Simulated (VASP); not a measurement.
# SnO (P4/nmm) in VASP: a series of runs

The runs below take SnO through single point, with LDA.

All numbers are computed with VASP 6.6.1; they aren't measurements. Logs are shortened: lines on timing, memory, paths and dates and some standing lists are left out, and cuts for length are marked.

**1. The cell of the first run**

The structure is tetragonal, space group P4/nmm (No. 129). Conventional cell: a = 3.591 Å, b = 3.591 Å, c = 4.841 Å, α = 90.00°, β = 90.00°, γ = 90.00°. Sn (site symmetry 4mm) has 4 O at 2.15 Å within 2.9 Å. O (site symmetry -4m2) has 4 Sn at 2.15 Å and 4 O at 2.54 Å within 2.9 Å.

**2. Single point, LDA**

Input file INCAR:

```
SYSTEM = SnO
PREC = Accurate
ENCUT = 520
EDIFF = 1E-6
ISMEAR = 0
SIGMA = 0.15
LREAL = .FALSE.
LASPH = .TRUE.
NELM = 80
ALGO = Normal
ISIF = 2
LWAVE = .FALSE.
LCHARG = .TRUE.
GGA = CA
LELF = .TRUE.
LVHAR = .TRUE.
NBANDS = 28
```

Input file KPOINTS:

```
Automatic mesh
0
G
  10 10 8
  0 0 0
```

Input file POSCAR:

```
SnO
1.0
    3.5911000000      0.0000000000      0.0000000000
    0.0000000000      3.5911000000      0.0000000000
    0.0000000000      0.0000000000      4.8415000000
Sn O
2 2
Direct
    0.0000000000      0.5000000000      0.2457459271
    0.5000000000      0.0000000000      0.7542540729
    0.0000000000      0.0000000000      0.0000000000
    0.5000000000      0.5000000000      0.0000000000
```

Potentials or basis: VASP PAW LDA potentials, release 64 (Sn_d, O).

On the command line:

```bash
$ cat potpaw_LDA.64/Sn_d/POTCAR potpaw_LDA.64/O/POTCAR > POTCAR
$ mpirun -np 1 vasp_std > vasp.out
```

OUTCAR:

```text
SYSTEM = SnO
   PREC = Accurate
   ENCUT = 520
   EDIFF = 1E-6
   ISMEAR = 0
   LREAL = .FALSE.
   LASPH = .TRUE.
   NELM = 80
   ISIF = 2
   GGA = CA

 ion  position               nearest neighbor table
   1  0.000  0.500  0.246-   3 2.15   4 2.15   3 2.15   4 2.15   2 3.48   2 3.48   2 3.48   2 3.48
                             2 3.54   2 3.54   2 3.54   2 3.54
   2  0.500  0.000  0.754-   3 2.15   4 2.15   4 2.15   3 2.15   1 3.48   1 3.48   1 3.48   1 3.48
                             1 3.54   1 3.54   1 3.54   1 3.54
   3  0.000  0.000  0.000-   1 2.15   2 2.15   1 2.15   2 2.15
   4  0.500  0.500  0.000-   1 2.15   2 2.15   2 2.15   1 2.15

  LATTYP: Found a simple tetragonal cell.
 ALAT       =     3.5911000000
 C/A-ratio  =     1.3481941466

  Lattice vectors:

 A1 = (   3.5911000000,   0.0000000000,   0.0000000000)
 A2 = (   0.0000000000,   3.5911000000,   0.0000000000)
 A3 = (   0.0000000000,   0.0000000000,   4.8415000000)

Analysis of symmetry for initial positions (statically):
=====================================================================
 Subroutine PRICEL returns:
 Original cell was already a primitive cell.

 Routine SETGRP: Setting up the symmetry group for a
 simple tetragonal supercell.

 Subroutine GETGRP returns: Found 16 space group operations
 (whereof  8 operations were pure point group operations)
 out of a pool of 16 trial point group operations.

The static configuration has the point symmetry D_2d.
 The point group associated with its full space group is D_4h.

Analysis of symmetry for dynamics (positions and initial velocities):
=====================================================================
 Subroutine PRICEL returns:
 Original cell was already a primitive cell.

 Routine SETGRP: Setting up the symmetry group for a
 simple tetragonal supercell.

 Subroutine GETGRP returns: Found 16 space group operations
 (whereof  8 operations were pure point group operations)
 out of a pool of 16 trial point group operations.

The dynamic configuration has the point symmetry D_2d.
 The point group associated with its full space group is D_4h.

 Subroutine INISYM returns: Found 16 space group operations
 (whereof  8 operations are pure point group operations),
 and found     1 'primitive' translations

----------------------------------------------------------------------------------------

                                     Primitive cell

  volume of cell :      62.4360

  direct lattice vectors                    reciprocal lattice vectors
     3.591100000  0.000000000  0.000000000     0.278466208  0.000000000  0.000000000
     0.000000000  3.591100000  0.000000000     0.000000000  0.278466208  0.000000000
     0.000000000  0.000000000  4.841500000     0.000000000  0.000000000  0.206547558

  length of vectors
     3.591100000  3.591100000  4.841500000     0.278466208  0.278466208  0.206547558

  position of ions in fractional coordinates (direct lattice)
     0.000000000  0.500000000  0.245745927
     0.500000000  0.000000000  0.754254073
     0.000000000  0.000000000  0.000000000
     0.500000000  0.500000000  0.000000000

  ion indices of the primitive-cell ions
   primitive index   ion index
                 1           1
                 2           2
                 3           3
                 4           4

----------------------------------------------------------------------------------------

 KPOINTS: Automatic mesh

Automatic generation of k-mesh.
 Grid dimensions read from file:
 generate k-points for:   10   10    8

 Generating k-lattice:

  Cartesian coordinates                     Fractional coordinates (reciprocal lattice)
     0.027846621  0.000000000  0.000000000     0.100000000  0.000000000  0.000000000
     0.000000000  0.027846621  0.000000000     0.000000000  0.100000000  0.000000000
     0.000000000  0.000000000  0.025818445     0.000000000  0.000000000  0.125000000

  Length of vectors
     0.027846621  0.027846621  0.025818445

  Shift w.r.t. Gamma in fractional coordinates (k-lattice)
     0.000000000  0.000000000  0.000000000

 Subroutine IBZKPT returns following result:
 ===========================================

 Found    105 irreducible k-points:

 Following reciprocal coordinates:
            Coordinates               Weight
  0.000000  0.000000  0.000000      1.000000
  0.100000  0.000000  0.000000      4.000000
  0.200000  0.000000  0.000000      4.000000
  0.300000  0.000000  0.000000      4.000000
  0.400000  0.000000  0.000000      4.000000
  0.500000  0.000000  0.000000      2.000000
[... 16 lines left out ...]
  0.100000  0.000000  0.125000      8.000000
  0.200000  0.000000  0.125000      8.000000
 [... further k-points ...]
   k-points           NKPTS =    105   k-points in BZ     NKDIM =    105   number of bands    NBANDS=     28
   number of dos      NEDOS =    301   number of ions     NIONS =      4
   total plane-waves  NPLWV =  28224
   dimension x,y,z NGX =    28 NGY =   28 NGZ =   36
   dimension x,y,z NGXF=    56 NGYF=   56 NGZF=   72
   ions per type =               2   2
   NGX,Y,Z   is equivalent  to a cutoff of  12.96, 12.96, 12.36 a.u.
   NGXF,Y,Z  is equivalent  to a cutoff of  25.92, 25.92, 24.72 a.u.
 SYSTEM =  SnO
   PREC   = accura    normal or accurate (medium, high low for compatibility)
   ISTART =      0    job   : 0-new  1-cont  2-samecut
   ICHARG =      2    charge: 1-file 2-atom 10-const
   ISPIN  =      1    spin polarized calculation?
   LNONCOLLINEAR =      F non collinear calculations
   LSORBIT =      F    spin-orbit coupling
   LASPH  =      T    aspherical Exc in radial PAW
   ENCUT  =  520.0 eV  38.22 Ry    6.18 a.u.   6.68  6.68  9.00*2*pi/ulx,y,z
   NELM   =     80;   NELMIN=  2; NELMDL= -5     # of ELM steps
   EDIFF  = 0.1E-05   stopping-criterion for ELM
   LREAL  =      F    real-space projection
   EDIFFG = 0.1E-04   stopping-criterion for IOM
   NSW    =      0    number of steps for IOM
   IBRION =     -1    ionic relax: 0-MD 1-quasi-New 2-CG
   NFREE  =      0    steps in history (QN), initial steepest desc. (CG)
   ISIF   =      2    stress and relaxation
   ISYM   =      2    0-nonsym 1-usesym 2-fastsym
   POTIM  = 0.5000    time-step for ionic-motion
   TEBEG  =    0.0;   TEEND  =   0.0 temperature during run
   PSTRESS=    0.0 pullay stress
   NELECT =      40.0000    total number of electrons
   NUPDOWN=      -1.0000    fix difference up-down
   EMIN   =  10.00;   EMAX   =-10.00  energy-range for DOS
   EFERMI =   0.00;   METHOD = LEGACY
   ISMEAR =     0;   SIGMA  =   0.15  broadening in eV -4-tet -1-fermi 0-gaus
   EFERMI_NEDOS =   21; number of points for ismear=-14 and -15
   IALGO  =     38    algorithm
   IMIX   =      4    mixing-type and parameters
     AMIX     =   0.40;   BMIX     =  1.00
     AMIX_MAG =   1.60;   BMIX_MAG =  1.00
  volume/ion in A,a.u.               =      15.61       105.33
  Fermi-wavevector in a.u.,A,eV,Ry     =   1.411291  2.666953 27.099292  1.991742
  Thomas-Fermi vector in A             =   2.533157
   LORBIT       =      0    0 simple, 1 ext, 2 COOP (PROOUT), +10 PAW based schemes
   GGA     = CA    functional components
   LHFCALC =     F    Hartree Fock is set to
   AEXX    =    0.0000 exact exchange contribution
   IVDW    =     0    specifies the selected vdW correction
   LEPSILON=     F    determine dielectric tensor
   LRPA    =     F    only Hartree local field effects (RPA)
 non-spin polarized calculation
 Gauss-broadening in eV      SIGMA  =   0.15
  energy-cutoff  :      520.00
  volume of cell :       62.44
 maximum number of plane-waves:      1708
 NGX is ok and might be reduce to    28
   NGX = 13   NGY = 13   NGZ = 19

 number of electron      40.0000002 magnetization

 Free energy of the ion-electron system (eV)
  ---------------------------------------------------
  ext. energy  EPLUGINS =         0.00000000
  ---------------------------------------------------
  free energy    TOTEN  =       -25.52376175 eV

  energy without entropy =      -25.51896881  energy(sigma->0) =      -25.52136528

 E-fermi :   8.6737     XC(G=0): -11.2637

 val. band max:        8.6612928897   @ k =   0.1000   0.1000   0.1250
 cond. band min:       8.7098193709   @ k =   0.1000   0.0000   0.1250
 fundamental gap:      0.0485264812
 Fermi energy:         8.6736990536

 k-point     1 :       0.0000    0.0000    0.0000
  band No.  band energies     occupation
      1     -13.8391      2.00000
      2     -13.2794      2.00000
      3     -13.2488      2.00000
      4     -13.2488      2.00000
      5     -13.1644      2.00000
      6     -13.1586      2.00000
[... 20 lines left out ...]
     27      15.2889      0.00000
     28      15.5447      0.00000

 k-point     2 :       0.1000    0.0000    0.0000
  band No.  band energies     occupation
      1     -13.8352      2.00000
      2     -13.2775      2.00000
      3     -13.2487      2.00000
      4     -13.2446      2.00000
      5     -13.2107      2.00000
      6     -13.1605      2.00000
[... 20 lines left out ...]
     27      15.4573      0.00000
     28      16.6901      0.00000

 k-point     3 :       0.2000    0.0000    0.0000
  band No.  band energies     occupation
      1     -13.8253      2.00000
      2     -13.4143      2.00000
      3     -13.2463      2.00000
      4     -13.2425      2.00000
      5     -13.2325      2.00000
      6     -13.1656      2.00000
[... 20 lines left out ...]
     27      15.6989      0.00000
     28      18.6624      0.00000

 k-point     4 :       0.3000    0.0000    0.0000
  band No.  band energies     occupation
      1     -13.8109      2.00000
      2     -13.5658      2.00000
      3     -13.2393      2.00000
      4     -13.2240      2.00000
      5     -13.2151      2.00000
      6     -13.1716      2.00000
[... 578 lines left out ...]
     27      15.1554      0.00000
     28      15.6544      0.00000

 k-point    23 :       0.1000    0.0000    0.1250
  band No.  band energies     occupation
      1     -13.8320      2.00000
      2     -13.2835      2.00000
      3     -13.2477      2.00000
      4     -13.2402      2.00000
      5     -13.2096      2.00000
      6     -13.1577      2.00000
[... 20 lines left out ...]
     27      15.4411      0.00000
     28      16.7092      0.00000

 k-point    24 :       0.2000    0.0000    0.1250
  band No.  band energies     occupation
      1     -13.8233      2.00000
      2     -13.4228      2.00000
      3     -13.2451      2.00000
      4     -13.2384      2.00000
      5     -13.2318      2.00000
      6     -13.1619      2.00000
[... 20 lines left out ...]
     27      15.7820      0.00000
     28      18.6063      0.00000

 [... further k-points ...]
[... 5 lines left out ...]
  --------------------------------------------------------------------------------------
  -------------------------------------------------------------------------------------
  Total        4.6963939      4.6963939      0.8771737      0.0000000      0.0000000      0.0000000
  in kB      120.5147399    120.5147399     22.5092624      0.0000000      0.0000000      0.0000000
  external PRESSURE =      87.8462474 kB  Pullay stress =       0.0000000 kB

 VOLUME and BASIS-vectors are now :
 -----------------------------------------------------------------------------
  energy-cutoff  :      520.00
  volume of cell :       62.44
      direct lattice vectors                 reciprocal lattice vectors
     3.591100000  0.000000000  0.000000000     0.278466208  0.000000000  0.000000000
     0.000000000  3.591100000  0.000000000     0.000000000  0.278466208  0.000000000
     0.000000000  0.000000000  4.841500000     0.000000000  0.000000000  0.206547558

 POSITION                                       TOTAL-FORCE (eV/Angst)
 -----------------------------------------------------------------------------------
      0.00000      1.79555      1.18978        -0.000000     -0.000000      0.589582
      1.79555      0.00000      3.65172         0.000000     -0.000000     -0.589582
      0.00000      0.00000      0.00000        -0.000000     -0.000000      0.000000
      1.79555      1.79555      0.00000        -0.000000      0.000000      0.000000
 -----------------------------------------------------------------------------------
    total drift:                                0.000000      0.000000     -0.000000

  FREE ENERGIE OF THE ION-ELECTRON SYSTEM (eV)
  ---------------------------------------------------
  free  energy   TOTEN  =       -25.5237617534 eV

  energy  without entropy=      -25.5189688062  energy(sigma->0) =      -25.52136528
```

Run time: 1.7 min. Hardware: 1 thread of Intel Xeon Platinum 8488C (Sapphire Rapids), shared host; peak memory 0.25 GiB.

Results:

| Quantity | Value |
| --- | --- |
| Free energy | -25.5238 eV |
| Pressure | 8.8 GPa |
| Largest force | 0.590 eV/Å |
| Band gap on the k mesh | zero (band 20 reaches 8.97 eV, above the bottom of band 21 at 8.08 eV) |

Forces on the atoms (eV/Å):
```
Sn   0.000  0.000  0.590
Sn   0.000  0.000 -0.590
O    0.000  0.000  0.000
O    0.000  0.000  0.000
```

Stress tensor (GPa, compression positive):
```
12.05  0.00  0.00
 0.00 12.05  0.00
 0.00  0.00  2.25
```

Caveat: spin-orbit coupling is left out, which moves the levels of the heavy elements.

**3. Single point, LDA**

This run uses another cell than the first one, of 15.75 Å³/atom, 1.009 times its volume.

Input file INCAR:

```
PREC = Accurate ; ENCUT = 520
EDIFF = 1E-7 ; ISMEAR = 0
SIGMA = 0.15 ; LREAL = False
LASPH = True ; NELM = 60
ALGO = Normal ; ISIF = 2
LWAVE = False ; LCHARG = True
GGA = CA ; LELF = True
LVHAR = True ; NBANDS = 28
```

Input file KPOINTS:

```
Automatic mesh
0
Gamma
  10 10 8
```

Input file POSCAR:

```
SnO
1.0
    3.6790000000      0.0000000000      0.0000000000
    0.0000000000      3.6790000000      0.0000000000
    0.0000000000      0.0000000000      4.6553197995
Sn O
2 2
Direct
    0.0000000000      0.5000000000      0.2457459271
    0.5000000000      0.0000000000      0.7542540729
    0.0000000000      0.0000000000      0.0000000000
    0.5000000000      0.5000000000      0.0000000000
```

Potentials or basis: VASP PAW LDA potentials, release 64 (Sn_d, O).

On the command line:

```bash
$ cat potpaw_LDA.64/Sn_d/POTCAR potpaw_LDA.64/O/POTCAR > POTCAR
$ mpirun -np 1 vasp_std > vasp.out
```

Wall time 2.3 min (1 thread of Intel Xeon Platinum 8488C (Sapphire Rapids), shared host); peak memory 0.25 GiB.

The run converged. Its results:

```
Free energy            : -25.6566 eV
Pressure               : 6.5 GPa
Largest force          : 0.777 eV/Å
Band gap on the k mesh : zero (band 20 reaches 8.53 eV, above the bottom of band 21 at 8.00 eV)
```

Forces on the atoms (eV/Å):
```
Sn   0.000  0.000  0.777
Sn   0.000  0.000 -0.777
O    0.000  0.000  0.000
O    0.000  0.000  0.000
```

Stress tensor (GPa, compression positive):
```
7.54 0.00 0.00
0.00 7.54 0.00
0.00 0.00 4.38
```

Levels at points of the mesh, in eV from the Fermi level:
| k point | band 17 | band 18 | band 19 | band 20 | band 21 | band 22 | band 23 | band 24 |
| --- | --- | --- | --- | --- | --- | --- | --- | --- |
| (0.00, 0.00, 0.00) | -4.12 | -3.71 | -3.71 | 0.04 | 2.39 | 4.39 | 4.49 | 4.49 |
| (0.50, 0.00, 0.00) | -5.58 | -5.58 | -3.34 | -3.34 | 3.29 | 3.29 | 5.94 | 5.94 |
| (0.50, 0.50, 0.00) | -2.99 | -2.99 | -2.18 | -2.18 | -0.47 | -0.47 | 4.16 | 4.16 |
| (0.00, 0.00, 0.50) | -3.73 | -3.73 | -2.83 | -2.79 | 1.54 | 2.52 | 2.52 | 3.66 |
| (0.50, 0.00, 0.50) | -5.54 | -5.54 | -2.15 | -2.15 | 2.63 | 2.63 | 5.32 | 5.32 |
| (0.50, 0.50, 0.50) | -3.16 | -3.16 | -2.99 | -2.99 | 1.97 | 1.97 | 4.23 | 4.23 |

Caveat: spin-orbit coupling is left out, which moves the levels of the heavy elements.

**4. Single point, LDA**

This run uses another cell than the first one, of 15.85 Å³/atom, 1.016 times its volume.

Input file INCAR:

```
PREC = Accurate ; ENCUT = 520
EDIFF = 1E-6 ; ISMEAR = 0
SIGMA = 0.15 ; LREAL = F
LASPH = T ; NELM = 60
ALGO = Normal ; ISIF = 2
LWAVE = F ; LCHARG = T
LELF = T ; LVHAR = T
NBANDS = 28
```

Input file KPOINTS:

```
regular mesh
0
Gamma
  10 10 8
```

Input file POSCAR:

```
SnO
1.0
    3.7668771934      0.0000000000      0.0000000000
    0.0000000000      3.7668771934      0.0000000000
    0.0000000000      0.0000000000      4.4691000000
Sn O
2 2
Direct
    0.0000000000      0.5000000000      0.2457459271
    0.5000000000      0.0000000000      0.7542540729
    0.0000000000      0.0000000000      0.0000000000
    0.5000000000      0.5000000000      0.0000000000
```

On the command line:

```bash
$ cat potpaw_LDA.64/Sn_d/POTCAR potpaw_LDA.64/O/POTCAR > POTCAR
$ mpirun -np 1 vasp_std > vasp.out
```

Run time: 2.7 min. Hardware: 1 thread of Intel Xeon Platinum 8488C (Sapphire Rapids), shared host; peak memory 0.25 GiB.

The run converged. Its results:

| Property | Result |
| --- | --- |
| Free energy | -25.6775 eV |
| Pressure | 4.5 GPa |
| Largest force | 0.863 eV/Å |
| Band gap on the k mesh | zero (band 20 reaches 8.10 eV, above the bottom of band 21 at 7.95 eV) |

Forces in eV/Å, atoms in the order of the input:
```
Sn   0.000  0.000  0.863
Sn   0.000  0.000 -0.863
O    0.000  0.000  0.000
O    0.000  0.000  0.000
```

Stress tensor (GPa, compression positive):
```
3.76 0.00 0.00
0.00 3.76 0.00
0.00 0.00 5.94
```

Levels at points of the mesh, in eV from the Fermi level:
```tsv
k point	band 18	band 19	band 20	band 21	band 22	band 23
(0.00, 0.00, 0.00)	-3.70	-3.70	-0.18	2.29	4.53	4.53
(0.50, 0.00, 0.00)	-5.43	-2.94	-2.94	3.60	3.60	5.91
(0.50, 0.50, 0.00)	-2.97	-1.85	-1.85	-0.23	-0.23	4.70
(0.00, 0.00, 0.50)	-3.71	-2.51	-2.16	1.24	2.51	2.51
(0.50, 0.00, 0.50)	-5.40	-1.79	-1.79	2.95	2.95	5.20
(0.50, 0.50, 0.50)	-3.03	-2.97	-2.97	2.37	2.37	4.69
```

Caveat: spin-orbit coupling is left out, which moves the levels of the heavy elements.

**5. The runs side by side**

| cell | gap on the mesh (eV) | pressure (GPa) | largest force (eV/Å) |
| --- | --- | --- | --- |
| a = 3.591, b = 3.591, c = 4.841 Å, 4 atoms | none | 8.8 | 0.59 |
| a = 3.679, b = 3.679, c = 4.655 Å, 4 atoms | none | 6.5 | 0.78 |
| a = 3.767, b = 3.767, c = 4.469 Å, 4 atoms | none | 4.5 | 0.86 |

Alike in all rows: task single point; level LDA; potentials or basis VASP PAW LDA potentials, release 64 (Sn_d, O); no spin polarisation; k mesh 10 × 10 × 8; cutoff (eV) 520; smearing gaussian 0.15 eV.

Caveats: spin-orbit coupling is left out, which moves the levels of the heavy elements.

Absolute energies hang on the potentials; compare differences alone.
